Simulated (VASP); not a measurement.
# Al2Cu (P-3m1) in VASP: notebook

Runs on Al2Cu. Level: PBE. Tasks: relaxation of cell and atoms, single point.

Everything below comes from runs of VASP 6.6.1. Logs are shortened: lines on timing, memory, paths and dates and some standing lists are left out, and cuts for length are marked.

### Step 1. The cell of the first run

Symmetry: P-3m1, No. 164, trigonal system. Conventional cell: a = 4.362 Å, b = 4.362 Å, c = 2.671 Å, α = 90.00°, β = 90.00°, γ = 120.00°. Within 3.5 Å of Al (site symmetry 3m) lie 6 Cu at 2.67 to 3.08 Å and 8 Al at 2.67 to 3.08 Å. Cu (site symmetry -3m) has 12 Al at 2.67 to 3.08 Å and 2 Cu at 2.67 Å within 3.5 Å.

### Step 2. Relaxation of cell and atoms, PBE

The input, INCAR:

```
SYSTEM = Al2Cu
PREC = Accurate ; ENCUT = 600
EDIFF = 1E-7 ; ISMEAR = 0
SIGMA = 0.1 ; LREAL = .FALSE.
LASPH = .TRUE. ; NELM = 60
ALGO = Fast ; ISIF = 3
LWAVE = .FALSE. ; LCHARG = .FALSE.
GGA = PE ; IBRION = 2
NSW = 90 ; EDIFFG = -0.04
```

The input, KPOINTS:

```
Automatic mesh
0
G
  6 6 6
  0 0 0
```

The input, POSCAR:

```
Al2Cu
1.0
    4.3620451000      0.0000000000      0.0000000000
   -2.1810225500      3.7776418700      0.0000000000
    0.0000000000      0.0000000000      2.6711961800
Al Cu
2 1
Direct
    0.6666666700      0.3333333300      0.6666666700
    0.3333333300      0.6666666700      0.3333333300
    0.0000000000      0.0000000000      0.0000000000
```

Potentials or basis: VASP PAW PBE potentials, release 64 (Al, Cu).

Command:

```sh
cat potpaw_PBE.64/Al/POTCAR potpaw_PBE.64/Cu/POTCAR > POTCAR
mpirun -np 1 vasp_std > vasp.out
```

OUTCAR:

```text
SYSTEM = Al2Cu
   PREC = Accurate
   ENCUT = 600
   EDIFF = 1E-7
   ISMEAR = 0
   LREAL = .FALSE.
   LASPH = .TRUE.
   NELM = 60
   ISIF = 3
   GGA = PE
   IBRION = 2
   NSW = 90
   EDIFFG = -0.04

 ion  position               nearest neighbor table
   1  0.667  0.333  0.667-   3 2.67   2 2.67   2 2.67   3 2.67   3 2.67   2 2.67   2 3.08   2 3.08
                             2 3.08
   2  0.333  0.667  0.333-   3 2.67   1 2.67   1 2.67   3 2.67   3 2.67   1 2.67   1 3.08   1 3.08
                             1 3.08
   3  0.000  0.000  0.000-   1 2.67   2 2.67   1 2.67   2 2.67   1 2.67   2 2.67

  LATTYP: Found a hexagonal cell.
 ALAT       =     4.3620451000
 C/A-ratio  =     0.6123724351

  Lattice vectors:

 A1 = (   4.3620451000,   0.0000000000,   0.0000000000)
 A2 = (  -2.1810225500,   3.7776418700,   0.0000000000)
 A3 = (   0.0000000000,   0.0000000000,   2.6711961800)

Analysis of symmetry for initial positions (statically):
=====================================================================
 Subroutine PRICEL returns:
 Original cell was already a primitive cell.

 Routine SETGRP: Setting up the symmetry group for a
 hexagonal supercell.

 Subroutine GETGRP returns: Found 12 space group operations
 (whereof 12 operations were pure point group operations)
 out of a pool of 24 trial point group operations.

The static configuration has the point symmetry D_3d.

Analysis of symmetry for dynamics (positions and initial velocities):
=====================================================================
 Subroutine PRICEL returns:
 Original cell was already a primitive cell.

 Routine SETGRP: Setting up the symmetry group for a
 hexagonal supercell.

 Subroutine GETGRP returns: Found 12 space group operations
 (whereof 12 operations were pure point group operations)
 out of a pool of 24 trial point group operations.

The dynamic configuration has the point symmetry D_3d.

 Subroutine INISYM returns: Found 12 space group operations
 (whereof 12 operations are pure point group operations),
 and found     1 'primitive' translations

----------------------------------------------------------------------------------------

                                     Primitive cell

  volume of cell :      44.0166

  direct lattice vectors                    reciprocal lattice vectors
     4.362045100  0.000000000  0.000000000     0.229250266  0.132357703  0.000000000
    -2.181022550  3.777641870  0.000000000     0.000000000  0.264715406  0.000000000
[... 119 lines left out ...]
 non-spin polarized calculation
 RMM-DIIS sequential band-by-band and
 Gauss-broadening in eV      SIGMA  =   0.10
  energy-cutoff  :      600.00
  volume of cell :       44.02
 maximum number of plane-waves:      1500
 NGX is ok and might be reduce to    36
   NGX = 17   NGY = 17   NGZ = 11

--------------------------------------- Ionic step        1  -------------------------------------------

 number of electron      16.9999995 magnetization

 Free energy of the ion-electron system (eV)
  ---------------------------------------------------
  ext. energy  EPLUGINS =         0.00000000
  ---------------------------------------------------
  free energy    TOTEN  =       -10.96144094 eV

  energy without entropy =      -10.95322674  energy(sigma->0) =      -10.95733384

------------------------ aborting loop because EDIFF is reached ----------------------------------------

  FORCE on cell =-STRESS in cart. coord.  units (eV):
  Direction    XX          YY          ZZ          XY          YZ          ZX
  --------------------------------------------------------------------------------------
  -------------------------------------------------------------------------------------
  Total        0.1410286      0.1410286      1.5441679      0.0000000     -0.0000000      0.0000000
  in kB        5.1333515      5.1333515     56.2067377      0.0000000     -0.0000000      0.0000000
  external PRESSURE =      22.1578135 kB  Pullay stress =       0.0000000 kB
[... 92 lines left out ...]
  FREE ENERGIE OF THE ION-ELECTRON SYSTEM (eV)
  ---------------------------------------------------
  free  energy   TOTEN  =       -11.0204318307 eV

  energy  without entropy=      -11.0073011845  energy(sigma->0) =      -11.01386651

[... ionic steps 4 to 9 ...]

--------------------------------------- Ionic step       10  -------------------------------------------

 number of electron      17.0000008 magnetization

------------------------ aborting loop because EDIFF is reached ----------------------------------------
[... 69 lines left out ...]
--------------------------------------- Ionic step       12  -------------------------------------------

 number of electron      17.0000006 magnetization

 Free energy of the ion-electron system (eV)
  ---------------------------------------------------
  ext. energy  EPLUGINS =         0.00000000
  ---------------------------------------------------
  free energy    TOTEN  =       -11.17389158 eV

  energy without entropy =      -11.17092347  energy(sigma->0) =      -11.17240752

 E-fermi :   7.6985     XC(G=0): -10.7561

 val. band max:        7.6652243040   @ k =   0.1667   0.0000   0.0000
 cond. band min:       7.8601398531   @ k =   0.1667   0.1667   0.5000
 fundamental gap:      0.1949155491
 Fermi energy:         7.6984771466

 k-point     1 :       0.0000    0.0000    0.0000
  band No.  band energies     occupation
      1      -2.9488      2.00000
      2       3.4391      2.00000
      3       3.4391      2.00000
      4       3.9683      2.00000
      5       4.7018      2.00000
      6       4.7018      2.00000
      7       7.8795      0.01045
      8       7.8795      0.01045
      9       8.2741      0.00000
     10       8.2961      0.00000
     11       8.2961      0.00000
     12      10.8944      0.00000
[... 331 lines left out ...]
 k-point    24 :       0.1667    0.1667    0.3333
  band No.  band energies     occupation
      1      -0.2085      2.00000
      2       3.2912      2.00000
      3       3.6593      2.00000
      4       4.0000      2.00000
      5       4.1993      2.00000
      6       4.4191      2.00000
      7       5.8417      2.00000
      8       6.1150      2.00000
      9       6.7146      2.00000
     10      10.2813      0.00000
     11      11.0438      0.00000
     12      11.4642      0.00000

 [... further k-points ...]
[... 5 lines left out ...]
  --------------------------------------------------------------------------------------
  -------------------------------------------------------------------------------------
  Total       -0.0218093     -0.0218093     -0.0027292      0.0000000      0.0000000      0.0000000
  in kB       -0.7627958     -0.7627958     -0.0954540      0.0000000      0.0000000      0.0000000
  external PRESSURE =      -0.5403485 kB  Pullay stress =       0.0000000 kB
[... 18 lines left out ...]
  FREE ENERGIE OF THE ION-ELECTRON SYSTEM (eV)
  ---------------------------------------------------
  free  energy   TOTEN  =       -11.1738915767 eV

  energy  without entropy=      -11.1709234668  energy(sigma->0) =      -11.17240752

 reached required accuracy - stopping structural energy minimisation
```

Run time: 2.9 min. Hardware: 1 thread of AMD EPYC 9R45 (Zen 5), shared host; peak memory 0.16 GiB.

Results:

* Free energy: -11.1739 eV
* Relaxed volume: 15.27 Å³/atom
* Relaxed cell: a = 4.241 Å, b = 4.241 Å, c = 2.941 Å, α = 90.00°, β = 90.00°, γ = 120.00°
* Space group after relaxing (to 0.05 Å): P-3m1 (No. 164)
* Energy gained by relaxing: 70.8 meV/atom
* Ionic steps: 12
* Pressure after relaxing: -0.1 GPa
* Largest force after relaxing: 0.004 eV/Å

Forces in eV/Å, atoms in the order of the input:
```
Al   0.000  0.000  0.004
Al   0.000  0.000 -0.004
Cu   0.000  0.000  0.000
```

The path:
| step | energy change (eV) | largest force (eV/Å) | pressure (GPa) | volume (Å³) |
| --- | --- | --- | --- | --- |
| 1 | 0.0000 | 0.5020 | 2.22 | 44.02 |
| 2 | -0.0450 | 0.4424 | 0.09 | 45.31 |
| 3 | -0.0590 | 0.4201 | -3.07 | 46.70 |
| 4 | -0.0984 | 0.4259 | -2.19 | 46.15 |
| 5 | -0.1903 | 0.2190 | 1.98 | 44.48 |
| 6 | -0.1897 | 0.1651 | 2.74 | 44.20 |
| 7 | -0.1907 | 0.1940 | 2.47 | 44.35 |
| 8 | -0.2050 | 0.0343 | 1.62 | 45.28 |
| 9 | -0.2048 | 0.0188 | 1.14 | 45.40 |
| 10 | -0.2113 | 0.0241 | -0.80 | 46.19 |
| 11 | -0.2115 | 0.0219 | -0.49 | 46.07 |
| 12 | -0.2125 | 0.0041 | -0.05 | 45.81 |

Final structure:
```
CELL_PARAMETERS angstrom
4.24123 0.00000 0.00000
-2.12061 3.67301 0.00000
0.00000 0.00000 2.94057
ATOMIC_POSITIONS crystal
Al 0.66667 0.33333 0.75132
Al 0.33333 0.66667 0.24868
Cu 0.00000 0.00000 0.00000
```

Levels at points of the mesh, in eV from the Fermi level:
| k point | band 4 | band 5 | band 6 | band 7 | band 8 | band 9 | band 10 | band 11 | band 12 |
| --- | --- | --- | --- | --- | --- | --- | --- | --- | --- |
| (0.00, 0.00, 0.00) | -3.73 | -3.00 | -3.00 | 0.18 | 0.18 | 0.58 | 0.60 | 0.60 | 3.20 |
| (0.50, 0.00, 0.00) | -3.58 | -3.52 | -3.05 | -3.00 | -2.97 | -0.53 | 7.17 | 7.31 | 8.34 |
| (0.00, 0.00, 0.50) | -3.83 | -3.57 | -3.57 | -2.22 | 3.14 | 3.14 | 3.91 | 3.91 | 4.22 |
| (0.50, 0.00, 0.50) | -3.81 | -3.41 | -3.38 | -3.03 | -1.69 | -1.46 | 0.62 | 2.46 | 2.56 |

Caveat: the k points lie up to 0.36 Å⁻¹ apart in the final cell.

### Step 3. Single point, PBE

This run uses another cell than the first one, of 15.32 Å³/atom, 1.044 times its volume.

The input, INCAR:

```
PREC = Accurate
ENCUT = 520
EDIFF = 1E-6
ISMEAR = 0
SIGMA = 0.1
LREAL = False
LASPH = True
NELM = 60
ALGO = Fast
ISIF = 2
LWAVE = False
LCHARG = True
GGA = PE
LELF = True
LVHAR = True
NBANDS = 16
```

The input, KPOINTS:

```
regular mesh
0
Gamma
  12 12 16
```

The input, POSCAR:

```
Al2Cu
1.0
    4.1961127644      0.0000000000      0.0000000000
   -2.0980563822      3.6339402511      0.0000000000
    0.0000000000      0.0000000000      3.0135156375
Al Cu
2 1
Direct
    0.6666666667      0.3333333333      0.7507727466
    0.3333333333      0.6666666667      0.2492272534
    0.0000000000      0.0000000000      0.0000000000
```

Potentials or basis: VASP PAW PBE potentials, release 64 (Al, Cu).

Command:

```sh
cat potpaw_PBE.64/Al/POTCAR potpaw_PBE.64/Cu/POTCAR > POTCAR
mpirun -np 1 vasp_std > vasp.out
```

Run time: 2 min. Hardware: 1 thread of AMD EPYC 9R45 (Zen 5), shared host; peak memory 0.28 GiB.

The run converged. Its results:

```
Free energy   : -11.1210 eV
Pressure      : 0.1 GPa
Largest force : 0.013 eV/Å
```

Forces in eV/Å, atoms in the order of the input:
```
Al   0.000  0.000 -0.013
Al   0.000  0.000  0.013
Cu   0.000  0.000  0.000
```

Stress tensor (GPa, compression positive):
```
 0.13  0.00  0.00
 0.00  0.13  0.00
 0.00  0.00 -0.04
```

Levels at points of the mesh, in eV from the Fermi level:
| k point | band 6 | band 7 | band 8 | band 9 | band 10 | band 11 |
| --- | --- | --- | --- | --- | --- | --- |
| (0.00, 0.00, 0.00) | -3.23 | 0.24 | 0.24 | 0.65 | 0.65 | 0.82 |
| (0.50, 0.00, 0.00) | -3.29 | -3.23 | -2.94 | -0.48 | 6.36 | 7.52 |
| (0.00, 0.00, 0.50) | -3.74 | -2.49 | 3.00 | 3.00 | 3.79 | 3.79 |
| (0.50, 0.00, 0.50) | -3.59 | -3.25 | -1.93 | -1.70 | 0.42 | 2.40 |

### Step 4. Relaxation of cell and atoms, PBE

This run uses another cell than the first one, of 15.22 Å³/atom, 1.037 times its volume.

The input, INCAR:

```
PREC = Accurate
ENCUT = 600
EDIFF = 1E-7
ISMEAR = 0
SIGMA = 0.1
LREAL = F
LASPH = T
NELM = 80
ALGO = Fast
ISIF = 3
LWAVE = F
LCHARG = F
GGA = PE
IBRION = 2
NSW = 100
EDIFFG = -0.01
```

KPOINTS is that of step 3.

The input, POSCAR:

```
Al2Cu
1.0
    4.2341997053      0.0000000000      0.0000000000
   -2.1170998527      3.6669245095      0.0000000000
    0.0000000000      0.0000000000      2.9409394665
Al Cu
2 1
Direct
    0.6666666667      0.3333333333      0.7537289818
    0.3333333333      0.6666666667      0.2462710182
    0.0000000000      0.0000000000      0.0000000000
```

Potentials or basis: VASP PAW PBE potentials, release 64 (Al, Cu).

Command:

```sh
cat potpaw_PBE.64/Al/POTCAR potpaw_PBE.64/Cu/POTCAR > POTCAR
mpirun -np 1 vasp_std > vasp.out
```

OUTCAR:

```text
PREC = Accurate
   ENCUT = 600
   EDIFF = 1E-7
   ISMEAR = 0
   LREAL = F
   LASPH = T
   NELM = 80
   ISIF = 3
   GGA = PE
   IBRION = 2
   NSW = 100
   EDIFFG = -0.01

 ion  position               nearest neighbor table
   1  0.667  0.333  0.754-   3 2.55   3 2.55   3 2.55   2 2.84   2 2.84   2 2.84   2 2.86   2 2.86
                             2 2.86
   2  0.333  0.667  0.246-   3 2.55   3 2.55   3 2.55   1 2.84   1 2.84   1 2.84   1 2.86   1 2.86
                             1 2.86
   3  0.000  0.000  0.000-   1 2.55   2 2.55   1 2.55   2 2.55   1 2.55   2 2.55

  LATTYP: Found a hexagonal cell.
 ALAT       =     4.2341997053
 C/A-ratio  =     0.6945679635

  Lattice vectors:

 A1 = (   4.2341997053,   0.0000000000,   0.0000000000)
 A2 = (  -2.1170998527,   3.6669245095,   0.0000000000)
 A3 = (   0.0000000000,   0.0000000000,   2.9409394665)

Analysis of symmetry for initial positions (statically):
[... 379 lines left out ...]
 fundamental gap:      0.0122149066
 Fermi energy:         7.7781767262

 k-point     1 :       0.0000    0.0000    0.0000
  band No.  band energies     occupation
      1      -2.9646      2.00000
      2       3.3574      2.00000
      3       3.3574      2.00000
      4       3.9019      2.00000
      5       4.5530      2.00000
      6       4.5530      2.00000
      7       8.0245      0.00050
      8       8.0245      0.00050
      9       8.4281      0.00000
     10       8.4281      0.00000
     11       8.5974      0.00000
     12      11.0999      0.00000
[... 331 lines left out ...]
 k-point    24 :       0.0000    0.1667    0.0625
  band No.  band energies     occupation
      1      -2.5878      2.00000
      2       3.0429      2.00000
      3       3.4575      2.00000
      4       3.9192      2.00000
      5       4.4796      2.00000
      6       4.5281      2.00000
      7       5.6864      2.00000
      8       6.6793      2.00000
      9       7.9261      0.03644
     10      10.3455      0.00000
     11      10.8556      0.00000
     12      11.8550      0.00000

 [... further k-points ...]
[... 5 lines left out ...]
  --------------------------------------------------------------------------------------
  -------------------------------------------------------------------------------------
  Total        0.0162867      0.0162867     -0.0234401     -0.0000000     -0.0000000     -0.0000000
  in kB        0.5672234      0.5672234     -0.8163560     -0.0000000     -0.0000000     -0.0000000
  external PRESSURE =       0.1060303 kB  Pullay stress =       0.0000000 kB
[... 18 lines left out ...]
  FREE ENERGIE OF THE ION-ELECTRON SYSTEM (eV)
  ---------------------------------------------------
  free  energy   TOTEN  =       -11.1212937741 eV

  energy  without entropy=      -11.1161484101  energy(sigma->0) =      -11.11872109

 reached required accuracy - stopping structural energy minimisation
```

CONTCAR:

```text
Al2Cu
   1.00000000000000
     4.1977214935744023    0.0000000000004977   -0.0000000000000002
    -2.0988607468363401    3.6353334514604034    0.0000000000000001
    -0.0000000000000002    0.0000000000000001    3.0146194093283896
  Al              Cu
     2     1
Direct
     0.6666666667000030    0.3333333332999970    0.7497366917502930
     0.3333333332999970    0.6666666667000030    0.2502633082497069
     0.0000000000000000    0.0000000000000000    0.0000000000000000

  0.00000000E+00  0.00000000E+00  0.00000000E+00
  0.00000000E+00  0.00000000E+00  0.00000000E+00
  0.00000000E+00  0.00000000E+00  0.00000000E+00
```

Wall time 20 min (1 thread of AMD EPYC 9R45 (Zen 5), shared host); peak memory 0.31 GiB.

What came out:

| Quantity | Value |
| --- | --- |
| Free energy | -11.1213 eV |
| Relaxed volume | 15.33 Å³/atom |
| Relaxed cell | a = 4.198 Å, b = 4.198 Å, c = 3.015 Å, α = 90.00°, β = 90.00°, γ = 120.00° |
| Space group after relaxing (to 0.05 Å) | P-3m1 (No. 164) |
| Energy gained by relaxing | 1.0 meV/atom |
| Ionic steps | 21 |
| Pressure after relaxing | 0.0 GPa |

Stress tensor (GPa, compression positive):
```
 0.06  0.00  0.00
 0.00  0.06  0.00
 0.00  0.00 -0.08
```

Step by step:
```tsv
step	energy change (eV)	largest force (eV/Å)	pressure (GPa)	volume (Å³)
1	0.0000	0.0524	0.14	45.66
2	-0.0004	0.0410	0.00	45.75
3	-0.0008	0.0250	-0.22	45.88
4	-0.0007	0.0060	-0.70	46.13
5	-0.0009	0.0117	-0.47	45.99
6	-0.0011	0.0078	-0.40	45.97
7	-0.0016	0.0034	-0.20	45.91
8	-0.0021	0.0258	0.17	45.79
9	-0.0022	0.0300	0.00	45.83
10	-0.0024	0.0405	-0.12	45.92
11	-0.0024	0.0371	-0.02	45.89
12	-0.0024	0.0386	-0.05	45.91
13	-0.0025	0.0342	-0.03	45.89
14	-0.0026	0.0268	0.16	45.86
15	-0.0027	0.0229	0.10	45.92
16	-0.0028	0.0130	-0.14	46.08
17	-0.0028	0.0149	-0.12	46.05
18	-0.0029	0.0065	-0.03	46.03
19	-0.0029	0.0011	-0.02	46.01
20	-0.0029	0.0096	0.09	45.98
21	-0.0029	0.0015	0.01	46.00
```

Final structure:
```cif
data_structure
_symmetry_space_group_name_H-M 'P 1'
_symmetry_Int_Tables_number 1
_cell_length_a 4.1977
_cell_length_b 4.1977
_cell_length_c 3.0146
_cell_angle_alpha 90.000
_cell_angle_beta 90.000
_cell_angle_gamma 120.000
_cell_volume 46.00
loop_
_atom_site_label
_atom_site_type_symbol
_atom_site_fract_x
_atom_site_fract_y
_atom_site_fract_z
_atom_site_occupancy
Al1 Al 0.66667 0.33333 0.74974 1
Al2 Al 0.33333 0.66667 0.25026 1
Cu1 Cu 0.00000 0.00000 0.00000 1
```

### Step 5. Overview

```tsv
task	cell	k mesh	cutoff (eV)	gap on the mesh (eV)	pressure (GPa)	relaxed volume (Å³/atom)
relaxation of cell and atoms	relaxed from a = 4.362, b = 4.362, c = 2.671 Å, angles 90.0, 90.0, 120.0°, 3 atoms	6 × 6 × 6	600	none	-0.1	15.27
single point	a = 4.196, b = 4.196, c = 3.014 Å, angles 90.0, 90.0, 120.0°, 3 atoms	12 × 12 × 16	520	none	0.1	-
relaxation of cell and atoms	relaxed from a = 4.234, b = 4.234, c = 2.941 Å, angles 90.0, 90.0, 120.0°, 3 atoms	12 × 12 × 16	600	none	0.0	15.33
```

Alike in all rows: level PBE; potentials or basis VASP PAW PBE potentials, release 64 (Al, Cu); no spin polarisation; smearing gaussian 0.1 eV.

Caveats: some runs use coarse meshes.

Total energies depend on the potentials used, so only differences within one code and one set of settings carry meaning.
